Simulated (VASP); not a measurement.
# Te (I4_1/amd) in VASP: notebook

The runs below take Te through single point, relaxation of shape and atoms at fixed volume, with PBE.

Program: VASP 6.6.1. These are calculated values, not measurements. Logs are shortened: lines on timing, memory, paths and dates and some standing lists are left out, and cuts for length are marked.

## Step 1: The cell of the first run

It takes space group I4_1/amd (No. 141, tetragonal). The conventional cell has a = 6.381 Å, b = 6.381 Å, c = 3.161 Å, α = 90.00°, β = 90.00°, γ = 90.00°. Within 4.2 Å of Te (site symmetry -4m2) lie 10 Te at 3.16 to 3.98 Å.

## Step 2: Single point, PBE

Contents of INCAR:

```
PREC     = Accurate       # precision mode
ENCUT    = 520            # plane-wave cutoff, eV
EDIFF    = 1E-6           # SCF threshold, eV
ISMEAR   = -1             # smearing method
SIGMA    = 0.08           # smearing width, eV
LREAL    = False          # projectors in reciprocal space
LASPH    = True           # aspherical terms in the spheres
NELM     = 80             # most SCF steps
ALGO     = Normal         # electronic algorithm
ISIF     = 2              # what is computed and relaxed
LWAVE    = False          # write WAVECAR
LCHARG   = False          # write CHGCAR
GGA      = PE             # functional
NBANDS   = 13             # bands
```

Contents of KPOINTS:

```
regular mesh
0
Gamma
  15 15 15
```

Contents of POSCAR:

```
Te
1.0
   -3.1906821319      3.1906821319      1.5804759135
    3.1906821319     -3.1906821319      1.5804759135
    3.1906821319      3.1906821319     -1.5804759135
Te
2
Direct
   -0.3750000000     -0.1250000000     -0.2500000000
    0.3750000000      0.1250000000      0.2500000000
```

Potentials or basis: VASP PAW PBE potentials, release 64 (Te).

Started as:

```console
$ cat potpaw_PBE.64/Te/POTCAR > POTCAR
$ mpirun -np 1 vasp_std > vasp.out
```

OUTCAR:

```text
PREC = Accurate
   ENCUT = 520
   EDIFF = 1E-6
   ISMEAR = -1
   LREAL = False
   LASPH = True
   NELM = 80
   ISIF = 2
   GGA = PE

 ion  position               nearest neighbor table
   1  0.625  0.875  0.750-   2 3.29   2 3.29   2 3.29   2 3.29
   2  0.375  0.125  0.250-   1 3.29   1 3.29   1 3.29   1 3.29

  LATTYP: Found a body centered tetragonal cell.
 ALAT       =     6.3813642638
 C/A-ratio  =     0.4953410738

  Lattice vectors:

 A1 = (  -3.1906821319,   3.1906821319,   1.5804759135)
 A2 = (   3.1906821319,  -3.1906821319,   1.5804759135)
 A3 = (   3.1906821319,   3.1906821319,  -1.5804759135)

Analysis of symmetry for initial positions (statically):
=====================================================================
 Subroutine PRICEL returns:
 Original cell was already a primitive cell.

 Routine SETGRP: Setting up the symmetry group for a
 body centered tetragonal supercell.

 Subroutine GETGRP returns: Found 16 space group operations
 (whereof  4 operations were pure point group operations)
 out of a pool of 16 trial point group operations.

The static configuration has the point symmetry C_2h.
 The point group associated with its full space group is D_4h.

Analysis of symmetry for dynamics (positions and initial velocities):
=====================================================================
 Subroutine PRICEL returns:
 Original cell was already a primitive cell.

 Routine SETGRP: Setting up the symmetry group for a
 body centered tetragonal supercell.

 Subroutine GETGRP returns: Found 16 space group operations
 (whereof  4 operations were pure point group operations)
 out of a pool of 16 trial point group operations.

The dynamic configuration has the point symmetry C_2h.
 The point group associated with its full space group is D_4h.

 Subroutine INISYM returns: Found 16 space group operations
 (whereof  4 operations are pure point group operations),
 and found     1 'primitive' translations

----------------------------------------------------------------------------------------

                                     Primitive cell

  volume of cell :      64.3598

  direct lattice vectors                    reciprocal lattice vectors
    -3.190682132  3.190682132  1.580475913     0.000000000  0.156706303  0.316360405
     3.190682132 -3.190682132  1.580475913     0.156706303  0.000000000  0.316360405
     3.190682132  3.190682132 -1.580475913     0.156706303  0.156706303  0.000000000

  length of vectors
     4.781088688  4.781088688  4.781088688     0.353044999  0.353044999  0.221616179

  position of ions in fractional coordinates (direct lattice)
     0.625000000  0.875000000  0.750000000
     0.375000000  0.125000000  0.250000000

  ion indices of the primitive-cell ions
   primitive index   ion index
                 1           1
                 2           2

----------------------------------------------------------------------------------------

 KPOINTS: regular mesh

Automatic generation of k-mesh.
 Grid dimensions read from file:
 generate k-points for:   15   15   15

 Generating k-lattice:

  Cartesian coordinates                     Fractional coordinates (reciprocal lattice)
     0.000000000  0.010447087  0.021090694     0.066666667  0.000000000  0.000000000
     0.010447087  0.000000000  0.021090694     0.000000000  0.066666667  0.000000000
     0.010447087  0.010447087  0.000000000     0.000000000  0.000000000  0.066666667

  Length of vectors
     0.023536333  0.023536333  0.014774412

  Shift w.r.t. Gamma in fractional coordinates (k-lattice)
     0.000000000  0.000000000  0.000000000

 Subroutine IBZKPT returns following result:
 ===========================================

 Found    288 irreducible k-points:

 Following reciprocal coordinates:
            Coordinates               Weight
  0.000000  0.000000  0.000000      1.000000
  0.066667  0.000000  0.000000      8.000000
  0.133333  0.000000 -0.000000      8.000000
  0.200000 -0.000000  0.000000      8.000000
  0.266667  0.000000 -0.000000      8.000000
  0.333333  0.000000  0.000000      8.000000
[... 16 lines left out ...]
  0.133333  0.133333 -0.000000      8.000000
  0.200000  0.133333 -0.000000     16.000000
 [... further k-points ...]
   k-points           NKPTS =    288   k-points in BZ     NKDIM =    288   number of bands    NBANDS=     13
   number of dos      NEDOS =    301   number of ions     NIONS =      2
   total plane-waves  NPLWV =  46656
   dimension x,y,z NGX =    36 NGY =   36 NGZ =   36
   dimension x,y,z NGXF=    72 NGYF=   72 NGZF=   72
   ions per type =               2
   NGX,Y,Z   is equivalent  to a cutoff of  12.52, 12.52, 12.52 a.u.
   NGXF,Y,Z  is equivalent  to a cutoff of  25.04, 25.04, 25.04 a.u.
 SYSTEM =  unknown system
   PREC   = accura    normal or accurate (medium, high low for compatibility)
   ISTART =      0    job   : 0-new  1-cont  2-samecut
   ICHARG =      2    charge: 1-file 2-atom 10-const
   ISPIN  =      1    spin polarized calculation?
   LNONCOLLINEAR =      F non collinear calculations
   LSORBIT =      F    spin-orbit coupling
   LASPH  =      T    aspherical Exc in radial PAW
   ENCUT  =  520.0 eV  38.22 Ry    6.18 a.u.   8.89  8.89  8.89*2*pi/ulx,y,z
   NELM   =     80;   NELMIN=  2; NELMDL= -5     # of ELM steps
   EDIFF  = 0.1E-05   stopping-criterion for ELM
   LREAL  =      F    real-space projection
   EDIFFG = 0.1E-04   stopping-criterion for IOM
   NSW    =      0    number of steps for IOM
   IBRION =     -1    ionic relax: 0-MD 1-quasi-New 2-CG
   NFREE  =      0    steps in history (QN), initial steepest desc. (CG)
   ISIF   =      2    stress and relaxation
   ISYM   =      2    0-nonsym 1-usesym 2-fastsym
   POTIM  = 0.5000    time-step for ionic-motion
   TEBEG  =    0.0;   TEEND  =   0.0 temperature during run
   PSTRESS=    0.0 pullay stress
   NELECT =      12.0000    total number of electrons
   NUPDOWN=      -1.0000    fix difference up-down
   EMIN   =  10.00;   EMAX   =-10.00  energy-range for DOS
   EFERMI =   0.00;   METHOD = LEGACY
   ISMEAR =    -1;   SIGMA  =   0.08  broadening in eV -4-tet -1-fermi 0-gaus
   EFERMI_NEDOS =   21; number of points for ismear=-14 and -15
   IALGO  =     38    algorithm
   IMIX   =      4    mixing-type and parameters
     AMIX     =   0.40;   BMIX     =  1.00
     AMIX_MAG =   1.60;   BMIX_MAG =  1.00
  volume/ion in A,a.u.               =      32.18       217.16
  Fermi-wavevector in a.u.,A,eV,Ry     =   0.935255  1.767377 11.901054  0.874703
  Thomas-Fermi vector in A             =   2.062144
   LORBIT       =      0    0 simple, 1 ext, 2 COOP (PROOUT), +10 PAW based schemes
   GGA     = PE    functional components
   LHFCALC =     F    Hartree Fock is set to
   AEXX    =    0.0000 exact exchange contribution
   IVDW    =     0    specifies the selected vdW correction
   LEPSILON=     F    determine dielectric tensor
   LRPA    =     F    only Hartree local field effects (RPA)
 non-spin polarized calculation
  energy-cutoff  :      520.00
  volume of cell :       64.36
 maximum number of plane-waves:      1758
   NGX = 17   NGY = 17   NGZ = 17

 number of electron      12.0000000 magnetization

 Free energy of the ion-electron system (eV)
  ---------------------------------------------------
  ext. energy  EPLUGINS =         0.00000000
  ---------------------------------------------------
  free energy    TOTEN  =        -5.87090950 eV

  energy without entropy =       -5.84049145  energy(sigma->0) =       -5.85570048

 E-fermi :   6.6385     XC(G=0):  -9.4105

 val. band max:        6.6369174277   @ k =  -0.3333   0.1333   0.0667
 cond. band min:       6.6385916232   @ k =  -0.2667   0.1333   0.0667
 fundamental gap:      0.0016741955
 Fermi energy:         6.6384752518

 k-point     1 :       0.0000    0.0000    0.0000
  band No.  band energies     occupation
      1      -6.9728      2.00000
      2      -3.6811      2.00000
      3       2.3169      2.00000
      4       2.3169      2.00000
      5       7.5701      0.00002
      6       7.5701      0.00002
      7       8.8093      0.00000
      8       9.3091      0.00000
      9       9.3684      0.00000
     10      12.8757      0.00000
     11      12.9049      0.00000
     12      15.0298      0.00000
     13      15.1191      0.00000

 k-point     2 :       0.0667    0.0000    0.0000
  band No.  band energies     occupation
      1      -6.9007      2.00000
      2      -3.6573      2.00000
      3       2.3470      2.00000
      4       2.4311      2.00000
      5       7.4311      0.00010
      6       7.6060      0.00001
      7       8.7548      0.00000
      8       8.7763      0.00000
      9       8.9261      0.00000
     10      12.9430      0.00000
     11      13.0964      0.00000
     12      15.6485      0.00000
     13      15.7524      0.00000

 k-point     3 :       0.1333    0.0000   -0.0000
  band No.  band energies     occupation
      1      -6.6863      2.00000
      2      -3.5846      2.00000
      3       2.4382      2.00000
      4       2.7626      2.00000
      5       6.9611      0.03481
      6       7.5193      0.00003
      7       7.6368      0.00001
      8       7.6964      0.00000
      9       9.2710      0.00000
     10      13.1366      0.00000
     11      13.4568      0.00000
     12      14.4496      0.00000
     13      14.8384      0.00000
[... 305 lines left out ...]
 k-point    23 :       0.1333    0.1333   -0.0000
  band No.  band energies     occupation
      1      -5.9595      2.00000
      2      -3.1395      2.00000
      3       3.1779      2.00000
      4       3.2441      2.00000
      5       4.6469      2.00000
      6       4.7079      2.00000
      7       7.3982      0.00015
      8       7.4358      0.00009
      9      10.1802      0.00000
     10      12.1317      0.00000
     11      12.1394      0.00000
     12      14.6718      0.00000
     13      14.7217      0.00000

 k-point    24 :       0.2000    0.1333   -0.0000
  band No.  band energies     occupation
      1      -5.4346      2.00000
      2      -2.9299      2.00000
      3       3.0139      2.00000
      4       3.4084      2.00000
      5       3.6814      2.00000
      6       4.0947      2.00000
      7       7.1569      0.00306
      8       7.3814      0.00019
      9      10.7830      0.00000
     10      11.5196      0.00000
     11      11.8681      0.00000
     12      15.1114      0.00000
     13      15.6916      0.00000

 [... further k-points ...]
[... 5 lines left out ...]
  --------------------------------------------------------------------------------------
  -------------------------------------------------------------------------------------
  Total       -0.0190373     -0.0190373     -0.0314269      0.0000000      0.0000000     -0.0000000
  in kB       -0.4739167     -0.4739167     -0.7823422      0.0000000      0.0000000     -0.0000000
  external PRESSURE =      -0.5767252 kB  Pullay stress =       0.0000000 kB

 VOLUME and BASIS-vectors are now :
 -----------------------------------------------------------------------------
  energy-cutoff  :      520.00
  volume of cell :       64.36
      direct lattice vectors                 reciprocal lattice vectors
    -3.190682132  3.190682132  1.580475913     0.000000000  0.156706303  0.316360405
     3.190682132 -3.190682132  1.580475913     0.156706303  0.000000000  0.316360405
     3.190682132  3.190682132 -1.580475913     0.156706303  0.156706303  0.000000000

 POSITION                                       TOTAL-FORCE (eV/Angst)
 -----------------------------------------------------------------------------------
      3.19068      1.59534      1.18536        -0.000000      0.000000      0.000000
      0.00000      1.59534      0.39512         0.000000     -0.000000     -0.000000
 -----------------------------------------------------------------------------------
    total drift:                               -0.000000     -0.000000      0.000000

  FREE ENERGIE OF THE ION-ELECTRON SYSTEM (eV)
  ---------------------------------------------------
  free  energy   TOTEN  =        -5.8709095027 eV

  energy  without entropy=       -5.8404914489  energy(sigma->0) =       -5.85570048
```

It took 2.1 min on 1 thread of Oxide Virtual Turin-like, shared host; peak memory 0.31 GiB.

Results:

| Item | Value |
| --- | --- |
| Free energy | -5.8709 eV |
| Pressure | -0.1 GPa |
| Band gap on the k mesh | zero (band 6 reaches 8.87 eV, above the bottom of band 7 at 5.45 eV) |

Levels at points of the mesh, in eV from the Fermi level:
| k point | band 3 | band 4 | band 5 | band 6 | band 7 | band 8 | band 9 | band 10 |
| --- | --- | --- | --- | --- | --- | --- | --- | --- |
| (0.00, 0.00, 0.00) | -4.32 | -4.32 | 0.93 | 0.93 | 2.17 | 2.67 | 2.73 | 6.24 |

Caveat: spin-orbit coupling is left out, which moves the levels of the heavy elements.

## Step 3: Relaxation of shape and atoms at fixed volume, PBE

This run uses another cell than the first one, of 12.87 Å³/atom, 0.400 times its volume.

Contents of INCAR:

```
SYSTEM = Te
ALGO = Normal ; EDIFF = 1E-7
EDIFFG = -0.005 ; ENCUT = 600
GGA = PE ; IBRION = 2
ISIF = 4 ; ISMEAR = -1
LASPH = .TRUE. ; LCHARG = .FALSE.
LREAL = .FALSE. ; LWAVE = .FALSE.
NELM = 100 ; NSW = 50
PREC = Accurate ; SIGMA = 0.08
```

Contents of KPOINTS:

```
k-points
0
G
  15 15 15
  0 0 0
```

Contents of POSCAR:

```
Te
1.0
   -2.3509146952      2.3509146952      1.1645046096
    2.3509146952     -2.3509146952      1.1645046096
    2.3509146952      2.3509146952     -1.1645046096
Te
2
Direct
   -0.3750000000     -0.1250000000     -0.2500000000
    0.3750000000      0.1250000000      0.2500000000
```

Potentials or basis: VASP PAW PBE potentials, release 64 (Te).

Started as:

```console
$ cat potpaw_PBE.64/Te/POTCAR > POTCAR
$ mpirun -np 1 vasp_std > vasp.out
```

OUTCAR:

```text
SYSTEM = Te
   EDIFF = 1E-7
   EDIFFG = -0.005
   ENCUT = 600
   GGA = PE
   IBRION = 2
   ISIF = 4
   ISMEAR = -1
   LASPH = .TRUE.
   LREAL = .FALSE.
   NELM = 100
   NSW = 50
   PREC = Accurate

 ion  position               nearest neighbor table
   1  0.625  0.875  0.750-   2 2.42   2 2.42   2 2.42   2 2.42   2 2.93   2 2.93   2 2.93   2 2.93

   2  0.375  0.125  0.250-   1 2.42   1 2.42   1 2.42   1 2.42   1 2.93   1 2.93   1 2.93   1 2.93

  LATTYP: Found a body centered tetragonal cell.
 ALAT       =     4.7018293904
 C/A-ratio  =     0.4953410738

  Lattice vectors:

 A1 = (  -2.3509146952,   2.3509146952,   1.1645046096)
 A2 = (   2.3509146952,  -2.3509146952,   1.1645046096)
 A3 = (   2.3509146952,   2.3509146952,  -1.1645046096)

Analysis of symmetry for initial positions (statically):
=====================================================================
 Subroutine PRICEL returns:
 Original cell was already a primitive cell.

 Routine SETGRP: Setting up the symmetry group for a
 body centered tetragonal supercell.

 Subroutine GETGRP returns: Found 16 space group operations
 (whereof  4 operations were pure point group operations)
 out of a pool of 16 trial point group operations.

[... 273 lines left out ...]

 number of electron      12.0000000 magnetization

------------------------ aborting loop because EDIFF is reached ----------------------------------------
[... 67 lines left out ...]
--------------------------------------- Ionic step       21  -------------------------------------------

 number of electron      12.0000000 magnetization

 Free energy of the ion-electron system (eV)
  ---------------------------------------------------
  ext. energy  EPLUGINS =         0.00000000
  ---------------------------------------------------
  free energy    TOTEN  =        10.99678726 eV

  energy without entropy =       11.01839363  energy(sigma->0) =       11.00759045

 E-fermi :  24.0449     XC(G=0): -13.8839

 val. band max:       24.0353862947   @ k =   0.1333   0.0667   0.0667
 cond. band min:      24.0509454602   @ k =  -0.3333   0.3333   0.2000
 fundamental gap:      0.0155591655
 Fermi energy:        24.0449448424

 k-point     1 :       0.0000    0.0000    0.0000
  band No.  band energies     occupation
      1      -0.4267      2.00000
      2      13.7275      2.00000
      3      13.7275      2.00000
      4      15.0132      2.00000
      5      21.0333      2.00000
      6      27.9538      0.00000
      7      27.9538      0.00000
      8      30.6352      0.00000
      9      31.3804      0.00000
     10      32.3894      0.00000
[... 287 lines left out ...]
 k-point    24 :       0.2000    0.1333    0.0000
  band No.  band energies     occupation
      1       3.1462      2.00000
      2      13.0749      2.00000
      3      16.0631      2.00000
      4      17.1636      2.00000
      5      18.9599      2.00000
      6      20.8115      2.00000
      7      23.2257      1.99993
      8      23.8228      1.88279
      9      25.4504      0.00000
     10      28.3572      0.00000

 [... further k-points ...]
[... 5 lines left out ...]
  --------------------------------------------------------------------------------------
  -------------------------------------------------------------------------------------
  Total       52.2581993     52.2581993     52.2628281      0.0000000      0.0000000      0.0000000
  in kB     3252.2960983   3252.2960983   3252.5841761      0.0000000      0.0000000      0.0000000
  external PRESSURE =    3252.3921242 kB  Pullay stress =       0.0000000 kB
[... 17 lines left out ...]
  FREE ENERGIE OF THE ION-ELECTRON SYSTEM (eV)
  ---------------------------------------------------
  free  energy   TOTEN  =        10.9967872565 eV

  energy  without entropy=       11.0183936340  energy(sigma->0) =       11.00759045

 reached required accuracy - stopping structural energy minimisation
```

It took 8.5 min on 1 thread of Oxide Virtual Turin-like, shared host; peak memory 0.21 GiB.

What came out:

```
Free energy               : 10.9968 eV
Energy gained by relaxing : 192.2 meV/atom
Ionic steps               : 21
Pressure after relaxing   : 325.2 GPa
Band gap on the k mesh    : zero (band 6 reaches 32.15 eV, above the bottom of band 7 at 21.21 eV)
```

Step by step:
| step | energy change (eV) | largest force (eV/Å) | pressure (GPa) | volume (Å³) |
| --- | --- | --- | --- | --- |
| 1 | 0.0000 | 0.0000 | 331.25 | 25.74 |
| 2 | 3.9981 | 0.0000 | 376.29 | 25.74 |
| 3 | -0.3530 | 0.0000 | 325.71 | 25.74 |
| 4 | -0.3809 | 0.0000 | 325.30 | 25.74 |
| 5 | -0.3844 | 0.0000 | 325.24 | 25.74 |
| 6 | -0.3844 | 0.0000 | 325.24 | 25.74 |
| 7 | -0.3844 | 0.0000 | 325.24 | 25.74 |
| 8 | -0.3844 | 0.0000 | 325.24 | 25.74 |
| 9 | -0.3844 | 0.0000 | 325.24 | 25.74 |
| 10 | -0.3844 | 0.0000 | 325.24 | 25.74 |
| 11 | -0.3844 | 0.0000 | 325.24 | 25.74 |
| 12 | -0.3844 | 0.0000 | 325.24 | 25.74 |
| 13 | -0.3844 | 0.0000 | 325.24 | 25.74 |
| 14 | -0.3844 | 0.0000 | 325.24 | 25.74 |
| 15 | -0.3844 | 0.0000 | 325.24 | 25.74 |
| 16 | -0.3844 | 0.0000 | 325.24 | 25.74 |
| 17 | -0.3844 | 0.0000 | 325.24 | 25.74 |
| 18 | -0.3844 | 0.0000 | 325.24 | 25.74 |
| 19 | -0.3844 | 0.0000 | 325.24 | 25.74 |
| 20 | -0.3844 | 0.0000 | 325.24 | 25.74 |
| 21 | -0.3844 | 0.0000 | 325.24 | 25.74 |

Final structure:
```
Te
1.0
    -2.29498    2.29498    1.22196
     2.29498   -2.29498    1.22196
     2.29498    2.29498   -1.22196
Te
2
Cartesian
  2.2950 1.1475 0.9165
  0.0000 1.1475 0.3055
```

Levels at points of the mesh, in eV from the Fermi level:
```tsv
k point	band 4	band 5	band 6	band 7	band 8	band 9
(0.00, 0.00, 0.00)	-9.03	-3.01	3.91	3.91	6.59	7.34
```

Caveat: spin-orbit coupling is left out, which moves the levels of the heavy elements.

[end of part 1 of 2]
